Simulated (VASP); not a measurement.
# TiC (Fm-3m) in VASP: a series of runs, part 2 of 2

VASP 6.6.1. The steps go on from the part before.

## 4. Single point, PBE+D3(BJ)

This run uses another cell than the first one, of 10.87 Å³/atom.

INCAR reads:

```
SYSTEM = TiC
ALGO     = Normal         ! electronic algorithm
EDIFF    = 1E-6           ! SCF threshold, eV
ENCUT    = 600            ! plane-wave cutoff, eV
GGA      = PE             ! functional
GGA_COMPAT= .FALSE.      
ISIF     = 2              ! what is computed and relaxed
ISMEAR   = -1             ! smearing method
IVDW     = 12             ! dispersion correction
LASPH    = .TRUE.         ! aspherical terms in the spheres
LCHARG   = .FALSE.        ! write CHGCAR
LREAL    = .FALSE.        ! projectors in reciprocal space
LWAVE    = .FALSE.        ! write WAVECAR
NBANDS   = 15             ! bands
NELM     = 120            ! most SCF steps
PREC     = Accurate       ! precision mode
SIGMA    = 0.1            ! smearing width, eV
```

KPOINTS reads:

```
k-points
0
G
  11 11 11
  0 0 0
```

POSCAR reads:

```
TiC
1.0
    0.0000000000      2.2154106370      2.2154106370
    2.2154106370      0.0000000000      2.2154106370
    2.2154106370      2.2154106370      0.0000000000
Ti C
1 1
Direct
    0.0000000000      0.0000000000      0.0000000000
    0.5000000000      0.5000000000      0.5000000000
```

Potentials or basis: VASP PAW PBE potentials, release 64 (Ti_sv, C).

Started as:

```console
$ cat potpaw_PBE.64/Ti_sv/POTCAR potpaw_PBE.64/C/POTCAR > POTCAR
$ mpirun -np 1 vasp_std > vasp.out
```

OUTCAR:

```text
SYSTEM = TiC
   EDIFF = 1E-6
   ENCUT = 600
   GGA = PE
   ISIF = 2
   ISMEAR = -1
   IVDW = 12
   LASPH = .TRUE.
   LREAL = .FALSE.
   NELM = 120
   PREC = Accurate
 IVDW          = 12

 ion  position               nearest neighbor table
   1  0.000  0.000  0.000-   2 2.22   2 2.22   2 2.22   2 2.22   2 2.22   2 2.22
   2  0.500  0.500  0.500-   1 2.22   1 2.22   1 2.22   1 2.22   1 2.22   1 2.22

  LATTYP: Found a face centered cubic cell.
 ALAT       =     4.4308212740

  Lattice vectors:

 A1 = (   0.0000000000,   2.2154106370,   2.2154106370)
 A2 = (   2.2154106370,   0.0000000000,   2.2154106370)
 A3 = (   2.2154106370,   2.2154106370,   0.0000000000)

Analysis of symmetry for initial positions (statically):
=====================================================================
 Subroutine PRICEL returns:
 Original cell was already a primitive cell.

 Routine SETGRP: Setting up the symmetry group for a
 face centered cubic supercell.

 Subroutine GETGRP returns: Found 48 space group operations
 (whereof 48 operations were pure point group operations)
 out of a pool of 48 trial point group operations.

The static configuration has the point symmetry O_h .

Analysis of symmetry for dynamics (positions and initial velocities):
=====================================================================
 Subroutine PRICEL returns:
 Original cell was already a primitive cell.

 Routine SETGRP: Setting up the symmetry group for a
 face centered cubic supercell.

 Subroutine GETGRP returns: Found 48 space group operations
 (whereof 48 operations were pure point group operations)
 out of a pool of 48 trial point group operations.

The dynamic configuration has the point symmetry O_h .

 Subroutine INISYM returns: Found 48 space group operations
 (whereof 48 operations are pure point group operations),
 and found     1 'primitive' translations

----------------------------------------------------------------------------------------

[... 122 lines left out ...]
   LRPA    =     F    only Hartree local field effects (RPA)
 non-spin polarized calculation
  energy-cutoff  :      600.00
  volume of cell :       21.75
 maximum number of plane-waves:       745
 NGX is ok and might be reduce to    28
   NGX = 13   NGY = 13   NGZ = 13

 number of electron      16.0000000 magnetization

 Free energy of the ion-electron system (eV)
  ---------------------------------------------------
  ext. energy  EPLUGINS =         0.00000000
  ---------------------------------------------------
  free energy    TOTEN  =       -18.64954391 eV

  energy without entropy =      -18.63884816  energy(sigma->0) =      -18.64419604

 E-fermi :   8.6451     XC(G=0): -12.3491

 val. band max:        8.5844138995   @ k =   0.1818   0.1818   0.0000
 cond. band min:       8.7868921265   @ k =   0.3636   0.2727   0.0000
 fundamental gap:      0.2024782270
 Fermi energy:         8.6451214481

 k-point     1 :       0.0000    0.0000    0.0000
  band No.  band energies     occupation
      1     -48.1557      2.00000
      2     -24.2106      2.00000
      3     -24.2106      2.00000
      4     -24.2106      2.00000
      5      -3.4435      2.00000
      6       9.2949      0.00301
      7       9.2949      0.00301
      8       9.2949      0.00301
      9      10.1992      0.00000
     10      10.1993      0.00000
     11      10.2235      0.00000
     12      10.2235      0.00000
     13      10.2235      0.00000
     14      18.1409      0.00000
[... 401 lines left out ...]
      2     -24.4199      2.00000
      3     -24.2938      2.00000
      4     -24.2268      2.00000
      5      -1.8587      2.00000
      6       5.5523      2.00000
      7       6.6258      2.00000
      8       6.8322      2.00000
      9      10.0660      0.00000
     10      11.0452      0.00000
     11      11.9439      0.00000
     12      12.5835      0.00000
     13      15.3308      0.00000
     14      19.6695      0.00000
     15      21.5517      0.00000

 [... further k-points ...]

------------------------ aborting loop because EDIFF is reached ----------------------------------------

 Edisp (eV)   -0.83014

 E8    (eV) :    -0.3562

  FORCE on cell =-STRESS in cart. coord.  units (eV):
  Direction    XX          YY          ZZ          XY          YZ          ZX
  --------------------------------------------------------------------------------------
  -------------------------------------------------------------------------------------
  Total      -2.82468    -2.82468    -2.82468     0.00000     0.00000    -0.00000
  in kB    -208.10697  -208.10697  -208.10697     0.00000     0.00000    -0.00000
  external pressure =     -208.11 kB  Pullay stress =        0.00 kB

 VOLUME and BASIS-vectors are now :
 -----------------------------------------------------------------------------
  energy-cutoff  :      600.00
  volume of cell :       21.75
      direct lattice vectors                 reciprocal lattice vectors
     0.000000000  2.215410637  2.215410637    -0.225691793  0.225691793  0.225691793
     2.215410637  0.000000000  2.215410637     0.225691793 -0.225691793  0.225691793
     2.215410637  2.215410637  0.000000000     0.225691793  0.225691793 -0.225691793

 POSITION                                       TOTAL-FORCE (eV/Angst)
 -----------------------------------------------------------------------------------
      0.00000      0.00000      0.00000        -0.000000     -0.000000     -0.000000
      2.21541      2.21541      2.21541         0.000000      0.000000      0.000000
 -----------------------------------------------------------------------------------
    total drift:                               -0.000000      0.000000      0.000000

  FREE ENERGIE OF THE ION-ELECTRON SYSTEM (eV)
  ---------------------------------------------------
  free  energy   TOTEN  =       -19.4796888409 eV

  energy  without entropy=      -19.4689930859  energy(sigma->0) =      -19.47434096
```

stdout:

```text
POSCAR found type information on POSCAR TiC
 POSCAR found :  2 types and       2 ions
 scaLAPACK will be used
 LDA part: xc-table for (Slater+PW92), standard interpolation
 POSCAR, INCAR and KPOINTS ok, starting setup
 FFT: planning ... GRIDC
 FFT: planning ... GRID_SOFT
 FFT: planning ... GRID
 WAVECAR not read
 entering main loop
```

It took 64 s on 1 thread of Intel Xeon 8259CL, shared host; peak memory 0.18 GiB.

What came out:

| Item | Value |
| --- | --- |
| Free energy | -19.4797 eV |
| Pressure | -20.8 GPa |
| Band gap on the k mesh | zero (bands 8 and 9 overlap by 1.06 eV) |
| Dispersion energy per atom | -0.415 eV |

Caveat: the cell stands under tension.

## 5. Single point, PBE+D3(BJ)

This run uses another cell than the first one, of 11.28 Å³/atom.

INCAR reads:

```
ALGO     = Normal         # electronic algorithm
EDIFF    = 1E-6           # SCF threshold, eV
ENCUT    = 600            # plane-wave cutoff, eV
GGA      = PE             # functional
GGA_COMPAT= F            
ISIF     = 2              # what is computed and relaxed
ISMEAR   = -1             # smearing method
IVDW     = 12             # dispersion correction
LASPH    = T              # aspherical terms in the spheres
LCHARG   = F              # write CHGCAR
LREAL    = F              # projectors in reciprocal space
LWAVE    = F              # write WAVECAR
NBANDS   = 15             # bands
NELM     = 120            # most SCF steps
PREC     = Accurate       # precision mode
SIGMA    = 0.1            # smearing width, eV
```

KPOINTS reads:

```
k-points
0
Gamma
  11 11 11
```

POSCAR reads:

```
TiC
1.0
    0.0000000000      2.2424305028      2.2424305028
    2.2424305028      0.0000000000      2.2424305028
    2.2424305028      2.2424305028      0.0000000000
Ti C
1 1
Direct
    0.0000000000      0.0000000000      0.0000000000
    0.5000000000      0.5000000000      0.5000000000
```

Started as:

```console
$ cat potpaw_PBE.64/Ti_sv/POTCAR potpaw_PBE.64/C/POTCAR > POTCAR
$ mpirun -np 1 vasp_std > vasp.out
```

Wall time 62 s (1 thread of Intel Xeon 8259CL, shared host); peak memory 0.18 GiB.

It converged, with:

| Property | Result |
| --- | --- |
| Free energy | -19.3607 eV |
| Pressure | -26.7 GPa |
| Band gap on the k mesh | zero (bands 8 and 9 overlap by 1.03 eV) |
| Dispersion energy per atom | -0.400 eV |

Levels at points of the mesh, in eV from the Fermi level:
| k point | band 4 | band 5 | band 6 | band 7 | band 8 | band 9 | band 10 | band 11 | band 12 | band 13 |
| --- | --- | --- | --- | --- | --- | --- | --- | --- | --- | --- |
| (0.00, 0.00, 0.00) | -32.97 | -11.91 | 0.63 | 0.63 | 0.63 | 1.48 | 1.48 | 1.54 | 1.54 | 1.54 |

Caveat: the cell stands under tension.

## 6. Summary

| cell | gap on the mesh (eV) | pressure (GPa) |
| --- | --- | --- |
| a = 3.054 Å, angles 60.0°, 2 atoms | none | -4.7 |
| a = 3.094 Å, angles 60.0°, 2 atoms | none | -13.7 |
| a = 3.133 Å, angles 60.0°, 2 atoms | none | -20.8 |
| a = 3.171 Å, angles 60.0°, 2 atoms | none | -26.7 |

Alike in all rows: task single point; level PBE+D3(BJ); potentials or basis VASP PAW PBE potentials, release 64 (Ti_sv, C); no spin polarisation; k mesh 11 × 11 × 11; cutoff (eV) 600; smearing fermi-dirac 0.1 eV.

Caveats: the cell stands under tension.

Absolute energies hang on the potentials; compare differences alone.

The gap in the log of VASP goes by the Fermi energy; the results here count the filled bands.